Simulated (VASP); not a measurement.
# HfSi2 (Cmcm) in VASP: single point with r2SCAN

Aim: the single point of HfSi2 with r2SCAN.

All numbers are computed with VASP 6.6.1; they aren't measurements. Logs are shortened: lines on timing, memory, paths and dates and some standing lists are left out, and cuts for length are marked.

## Step 1: The cell of the first run

It takes space group Cmcm (No. 63, orthorhombic). The conventional cell has a = 3.656 Å, b = 14.588 Å, c = 3.642 Å, α = 90.00°, β = 90.00°, γ = 90.00°. Hf (site symmetry m2m) has 10 Si at 2.69 to 2.95 Å and 6 Hf at 3.58 to 3.66 Å within 3.7 Å. Si (site symmetry m2m) has 2 Si at 2.39 Å and 6 Hf at 2.69 to 2.95 Å within 3.2 Å. Within 3.5 Å of Si (site symmetry m2m) lie 8 Si at 2.58 to 3.41 Å and 4 Hf at 2.78 to 2.79 Å.

## Step 2: Single point, r2SCAN

File POSCAR:

```
HfSi2
1.0
    1.8280854016     -7.2938103453      0.0000000000
    1.8280854016      7.2938103453      0.0000000000
    0.0000000000      0.0000000000      3.6422715814
Hf Si
2 4
Direct
    0.8942606322      0.1057393678      0.2500000000
    0.1057393678      0.8942606322      0.7500000000
    0.5531259593      0.4468740407      0.2500000000
    0.4468740407      0.5531259593      0.7500000000
    0.2502609969      0.7497390031      0.2500000000
    0.7497390031      0.2502609969      0.7500000000
```

File INCAR.step1:

```
ALGO = Normal ; EDIFF = 1E-5
ENCUT = 550 ; GGA = PE
GGA_COMPAT = F ; ISMEAR = 0
LASPH = T ; LCHARG = F
LREAL = F ; LWAVE = T
NBANDS = 27 ; NELM = 120
PREC = Accurate ; SIGMA = 0.1
```

File INCAR.step2:

```
ALGO = Normal ; EDIFF = 1E-6
ENCUT = 550 ; GGA_COMPAT = F
ISIF = 2 ; ISMEAR = 0
ISTART = 1 ; LASPH = T
LCHARG = F ; LMIXTAU = T
LREAL = F ; LWAVE = F
METAGGA = R2SCAN ; NBANDS = 27
NELM = 120 ; PREC = Accurate
SIGMA = 0.1
```

File KPOINTS:

```
k-points
0
Gamma
  10 10 10
```

Potentials or basis: VASP PAW PBE potentials, release 64 (Hf_pv, Si).

On the command line:

```bash
cat potpaw_PBE.64/Hf_pv/POTCAR potpaw_PBE.64/Si/POTCAR > POTCAR
cp INCAR.step1 INCAR
mpirun -np 1 vasp_std > vasp.out
cp INCAR.step2 INCAR
mpirun -np 1 vasp_std > vasp.out
```

OUTCAR:

```text
EDIFF = 1E-6
   ENCUT = 550
   ISIF = 2
   ISMEAR = 0
   ISTART = 1
   LASPH = T
   LREAL = F
   METAGGA = R2SCAN
   NELM = 120
   PREC = Accurate

 ion  position               nearest neighbor table
   1  0.894  0.106  0.250-   4 2.69   4 2.69   4 2.69   4 2.69   5 2.78   5 2.78   6 2.79   6 2.79
                             3 2.95   3 2.95   2 3.58   2 3.58
   2  0.106  0.894  0.750-   3 2.69   3 2.69   3 2.69   3 2.69   6 2.78   6 2.78   5 2.79   5 2.79
                             4 2.95   4 2.95   1 3.58   1 3.58
   3  0.553  0.447  0.250-   4 2.39   4 2.39   2 2.69   2 2.69   2 2.69   2 2.69   1 2.95   1 2.95

   4  0.447  0.553  0.750-   3 2.39   3 2.39   1 2.69   1 2.69   1 2.69   1 2.69   2 2.95   2 2.95

   5  0.250  0.750  0.250-   6 2.58   6 2.58   6 2.58   6 2.58   1 2.78   1 2.78   2 2.79   2 2.79

   6  0.750  0.250  0.750-   5 2.58   5 2.58   5 2.58   5 2.58   2 2.78   2 2.78   1 2.79   1 2.79

  LATTYP: Found a base centered orthorhombic cell.
 ALAT       =     3.6561708032
 B/A-ratio  =     3.9898630222
 C/A-ratio  =     0.9961984211

  Lattice vectors:

 A1 = (   1.8280854016,  -7.2938103453,   0.0000000000)
 A2 = (   1.8280854016,   7.2938103453,   0.0000000000)
 A3 = (   0.0000000000,   0.0000000000,   3.6422715814)

Analysis of symmetry for initial positions (statically):
=====================================================================
 Subroutine PRICEL returns:
 Original cell was already a primitive cell.

 Routine SETGRP: Setting up the symmetry group for a
 base centered orthorhombic supercell.

 Subroutine GETGRP returns: Found  8 space group operations
 (whereof  4 operations were pure point group operations)
 out of a pool of  8 trial point group operations.

The static configuration has the point symmetry C_2h.
 The point group associated with its full space group is D_2h.

Analysis of symmetry for dynamics (positions and initial velocities):
=====================================================================
 Subroutine PRICEL returns:
 Original cell was already a primitive cell.

 Routine SETGRP: Setting up the symmetry group for a
 base centered orthorhombic supercell.

 Subroutine GETGRP returns: Found  8 space group operations
 (whereof  4 operations were pure point group operations)
 out of a pool of  8 trial point group operations.

The dynamic configuration has the point symmetry C_2h.
 The point group associated with its full space group is D_2h.

 Subroutine INISYM returns: Found  8 space group operations
 (whereof  4 operations are pure point group operations),
 and found     1 'primitive' translations

----------------------------------------------------------------------------------------

                                     Primitive cell

  volume of cell :      97.1300

  direct lattice vectors                    reciprocal lattice vectors
     1.828085402 -7.293810345  0.000000000     0.273510198 -0.068551275  0.000000000
     1.828085402  7.293810345  0.000000000     0.273510198  0.068551275  0.000000000
     0.000000000  0.000000000  3.642271581     0.000000000  0.000000000  0.274553936

  length of vectors
     7.519412583  7.519412583  3.642271581     0.281970044  0.281970044  0.274553936

  position of ions in fractional coordinates (direct lattice)
     0.894260632  0.105739368  0.250000000
     0.105739368  0.894260632  0.750000000
     0.553125959  0.446874041  0.250000000
     0.446874041  0.553125959  0.750000000
     0.250260997  0.749739003  0.250000000
     0.749739003  0.250260997  0.750000000

  ion indices of the primitive-cell ions
   primitive index   ion index
                 1           1
                 2           2
                 3           3
                 4           4
                 5           5
                 6           6

----------------------------------------------------------------------------------------

 KPOINTS: k-points

Automatic generation of k-mesh.
 Grid dimensions read from file:
 generate k-points for:   10   10   10

 Generating k-lattice:

  Cartesian coordinates                     Fractional coordinates (reciprocal lattice)
     0.027351020 -0.006855128  0.000000000     0.100000000 -0.000000000  0.000000000
     0.027351020  0.006855128  0.000000000    -0.000000000  0.100000000  0.000000000
     0.000000000  0.000000000  0.027455394     0.000000000  0.000000000  0.100000000

  Length of vectors
     0.028197004  0.028197004  0.027455394

  Shift w.r.t. Gamma in fractional coordinates (k-lattice)
     0.000000000  0.000000000  0.000000000

 Subroutine IBZKPT returns following result:
 ===========================================

 Found    186 irreducible k-points:

 Following reciprocal coordinates:
            Coordinates               Weight
  0.000000  0.000000  0.000000      1.000000
  0.100000 -0.000000  0.000000      4.000000
  0.200000 -0.000000  0.000000      4.000000
  0.300000 -0.000000  0.000000      4.000000
  0.400000 -0.000000  0.000000      4.000000
  0.500000 -0.000000  0.000000      2.000000
[... 16 lines left out ...]
  0.300000  0.300000  0.000000      2.000000
  0.400000  0.300000  0.000000      4.000000
 [... further k-points ...]
   k-points           NKPTS =    186   k-points in BZ     NKDIM =    186   number of bands    NBANDS=     27
   number of dos      NEDOS =    301   number of ions     NIONS =      6
   total plane-waves  NPLWV = 100800
   dimension x,y,z NGX =    60 NGY =   60 NGZ =   28
   dimension x,y,z NGXF=   120 NGYF=  120 NGZF=   56
   ions per type =               2   4
   NGX,Y,Z   is equivalent  to a cutoff of  13.27, 13.27, 12.78 a.u.
   NGXF,Y,Z  is equivalent  to a cutoff of  26.53, 26.53, 25.56 a.u.
 SYSTEM =  unknown system
   PREC   = accura    normal or accurate (medium, high low for compatibility)
   ISTART =      1    job   : 0-new  1-cont  2-samecut
   ICHARG =      0    charge: 1-file 2-atom 10-const
   ISPIN  =      1    spin polarized calculation?
   LNONCOLLINEAR =      F non collinear calculations
   LSORBIT =      F    spin-orbit coupling
   LASPH  =      T    aspherical Exc in radial PAW
   ENCUT  =  550.0 eV  40.42 Ry    6.36 a.u.  14.38 14.38  6.96*2*pi/ulx,y,z
   NELM   =    120;   NELMIN=  2; NELMDL=  0     # of ELM steps
   EDIFF  = 0.1E-05   stopping-criterion for ELM
   LREAL  =      F    real-space projection
   EDIFFG = 0.1E-04   stopping-criterion for IOM
   NSW    =      0    number of steps for IOM
   IBRION =     -1    ionic relax: 0-MD 1-quasi-New 2-CG
   NFREE  =      0    steps in history (QN), initial steepest desc. (CG)
   ISIF   =      2    stress and relaxation
   ISYM   =      2    0-nonsym 1-usesym 2-fastsym
   POTIM  = 0.5000    time-step for ionic-motion
   TEBEG  =    0.0;   TEEND  =   0.0 temperature during run
   PSTRESS=    0.0 pullay stress
   NELECT =      36.0000    total number of electrons
   NUPDOWN=      -1.0000    fix difference up-down
   EMIN   =  10.00;   EMAX   =-10.00  energy-range for DOS
   EFERMI =   0.00;   METHOD = LEGACY
   ISMEAR =     0;   SIGMA  =   0.10  broadening in eV -4-tet -1-fermi 0-gaus
   EFERMI_NEDOS =   21; number of points for ismear=-14 and -15
   IALGO  =     38    algorithm
   IMIX   =      4    mixing-type and parameters
     AMIX     =   0.40;   BMIX     =  1.00
     AMIX_MAG =   1.60;   BMIX_MAG =  1.00
  volume/ion in A,a.u.               =      16.19       109.24
  Fermi-wavevector in a.u.,A,eV,Ry     =   1.175956  2.222235 18.815137  1.382874
  Thomas-Fermi vector in A             =   2.312328
   LORBIT       =      0    0 simple, 1 ext, 2 COOP (PROOUT), +10 PAW based schemes
   METAGGA = R2SCAN    functional components
   LHFCALC =     F    Hartree Fock is set to
   AEXX    =    0.0000 exact exchange contribution
   IVDW    =     0    specifies the selected vdW correction
   LEPSILON=     F    determine dielectric tensor
   LRPA    =     F    only Hartree local field effects (RPA)
 non-spin polarized calculation
 Gauss-broadening in eV      SIGMA  =   0.10
  energy-cutoff  :      550.00
  volume of cell :       97.13
 maximum number of plane-waves:      2882
 NGX is ok and might be reduce to    60
   NGX = 29   NGY = 29   NGZ = 13

 number of electron      35.9999997 magnetization

 Free energy of the ion-electron system (eV)
  ---------------------------------------------------
  ext. energy  EPLUGINS =         0.00000000
  ---------------------------------------------------
  free energy    TOTEN  =      -128.75569087 eV

  energy without entropy =     -128.74917197  energy(sigma->0) =     -128.75243142

 E-fermi :   8.4731     XC(G=0): -12.1668

 val. band max:        8.4609807639   @ k =  -0.2000   0.2000   0.5000
 cond. band min:       8.4746787958   @ k =   0.5000   0.4000   0.3000
 fundamental gap:      0.0136980319
 Fermi energy:         8.4730972661

 k-point     1 :       0.0000    0.0000    0.0000
  band No.  band energies     occupation
      1     -23.5768      2.00000
      2     -23.4721      2.00000
      3     -23.4554      2.00000
      4     -23.4530      2.00000
      5     -23.4276      2.00000
      6     -23.3981      2.00000
[... 19 lines left out ...]
     26      11.2106      0.00000
     27      13.1410      0.00000

 k-point     2 :       0.1000   -0.0000    0.0000
  band No.  band energies     occupation
      1     -23.5742      2.00000
      2     -23.4862      2.00000
      3     -23.4683      2.00000
      4     -23.4521      2.00000
      5     -23.4262      2.00000
      6     -23.3969      2.00000
[... 19 lines left out ...]
     26      12.3128      0.00000
     27      12.3813      0.00000

 k-point     3 :       0.2000   -0.0000    0.0000
  band No.  band energies     occupation
      1     -23.5677      2.00000
      2     -23.5227      2.00000
      3     -23.5020      2.00000
      4     -23.4497      2.00000
      5     -23.4226      2.00000
      6     -23.3938      2.00000
[... 19 lines left out ...]
     26      12.1654      0.00000
     27      12.9616      0.00000

 k-point     4 :       0.3000   -0.0000    0.0000
  band No.  band energies     occupation
      1     -23.5693      2.00000
      2     -23.5578      2.00000
      3     -23.5432      2.00000
      4     -23.4467      2.00000
      5     -23.4181      2.00000
      6     -23.3900      2.00000
[... 19 lines left out ...]
     26      12.3795      0.00000
     27      13.4949      0.00000

 k-point     5 :       0.4000   -0.0000    0.0000
  band No.  band energies     occupation
      1     -23.6042      2.00000
      2     -23.5767      2.00000
      3     -23.5517      2.00000
      4     -23.4444      2.00000
      5     -23.4145      2.00000
      6     -23.3869      2.00000
[... 19 lines left out ...]
     26      12.5232      0.00000
     27      12.8675      0.00000

 k-point     6 :       0.5000   -0.0000    0.0000
  band No.  band energies     occupation
      1     -23.6178      2.00000
      2     -23.5893      2.00000
      3     -23.5492      2.00000
      4     -23.4435      2.00000
      5     -23.4132      2.00000
      6     -23.3858      2.00000
[... 444 lines left out ...]
      1     -23.5696      2.00000
      2     -23.4865      2.00000
      3     -23.4679      2.00000
      4     -23.4569      2.00000
      5     -23.4258      2.00000
      6     -23.3973      2.00000
[... 19 lines left out ...]
     26      12.0759      0.00000
     27      12.8181      0.00000

 k-point    22 :      -0.2000    0.2000    0.0000
  band No.  band energies     occupation
      1     -23.5732      2.00000
      2     -23.4724      2.00000
      3     -23.4567      2.00000
      4     -23.4550      2.00000
      5     -23.4272      2.00000
      6     -23.3984      2.00000
[... 19 lines left out ...]
     26      11.3702      0.00000
     27      13.0450      0.00000

 k-point    23 :       0.3000    0.3000    0.0000
  band No.  band energies     occupation
      1     -23.6047      2.00000
      2     -23.5764      2.00000
      3     -23.5493      2.00000
      4     -23.4467      2.00000
      5     -23.4143      2.00000
      6     -23.3871      2.00000
[... 19 lines left out ...]
     26      12.3879      0.00000
     27      13.0079      0.00000

 k-point    24 :       0.4000    0.3000    0.0000
  band No.  band energies     occupation
      1     -23.5710      2.00000
      2     -23.5514      2.00000
      3     -23.5430      2.00000
      4     -23.4518      2.00000
      5     -23.4177      2.00000
      6     -23.3904      2.00000
[... 19 lines left out ...]
     26      12.8803      0.00000
     27      12.9962      0.00000

 [... further k-points ...]

------------------------ aborting loop because EDIFF is reached ----------------------------------------

  FORCE on cell =-STRESS in cart. coord.  units (eV):
  Direction    XX          YY          ZZ          XY          YZ          ZX
  --------------------------------------------------------------------------------------
  -------------------------------------------------------------------------------------
  Total       -0.0646117     -0.0382365     -0.1559353      0.0000000      0.0000000      0.0000000
  in kB       -1.0657816     -0.6307177     -2.5721824      0.0000000      0.0000000      0.0000000
  external PRESSURE =      -1.4228939 kB  Pullay stress =       0.0000000 kB

 VOLUME and BASIS-vectors are now :
 -----------------------------------------------------------------------------
  energy-cutoff  :      550.00
  volume of cell :       97.13
      direct lattice vectors                 reciprocal lattice vectors
     1.828085402 -7.293810345  0.000000000     0.273510198 -0.068551275  0.000000000
     1.828085402  7.293810345  0.000000000     0.273510198  0.068551275  0.000000000
     0.000000000  0.000000000  3.642271581     0.000000000  0.000000000  0.274553936

 POSITION                                       TOTAL-FORCE (eV/Angst)
 -----------------------------------------------------------------------------------
      1.82809     -5.75132      0.91057         0.000000      0.004826      0.000000
      1.82809      5.75132      2.73170         0.000000     -0.004826      0.000000
      1.82809     -0.77498      0.91057         0.000000      0.027370     -0.000000
      1.82809      0.77498      2.73170         0.000000     -0.027370      0.000000
      1.82809      3.64310      0.91057         0.000000     -0.004397     -0.000000
      1.82809     -3.64310      2.73170         0.000000      0.004397      0.000000
 -----------------------------------------------------------------------------------
    total drift:                               -0.000000     -0.000000     -0.000000

  FREE ENERGIE OF THE ION-ELECTRON SYSTEM (eV)
  ---------------------------------------------------
  free  energy   TOTEN  =      -128.7556908701 eV

  energy  without entropy=     -128.7491719696  energy(sigma->0) =     -128.75243142
```

Run time: 36 min. Hardware: 1 thread of AMD EPYC 9R45 (Zen 5), shared host; peak memory 0.62 GiB.

What came out:

```yaml
Free_energy: -128.7557 eV
Pressure: -0.1 GPa
Largest_force: 0.027 eV/Å
Band_gap_on_the_k_mesh: zero (bands 18 and 19 overlap by 1.01 eV)
```

Forces on the atoms (eV/Å):
```
Hf   0.000  0.005  0.000
Hf   0.000 -0.005  0.000
Si   0.000  0.027  0.000
Si   0.000 -0.027  0.000
Si   0.000 -0.004  0.000
Si   0.000  0.004  0.000
```

Caveat: the PAW data sets were made with another functional, which shifts forces and pressure a little; spin-orbit coupling is left out, which moves the levels of the heavy elements.
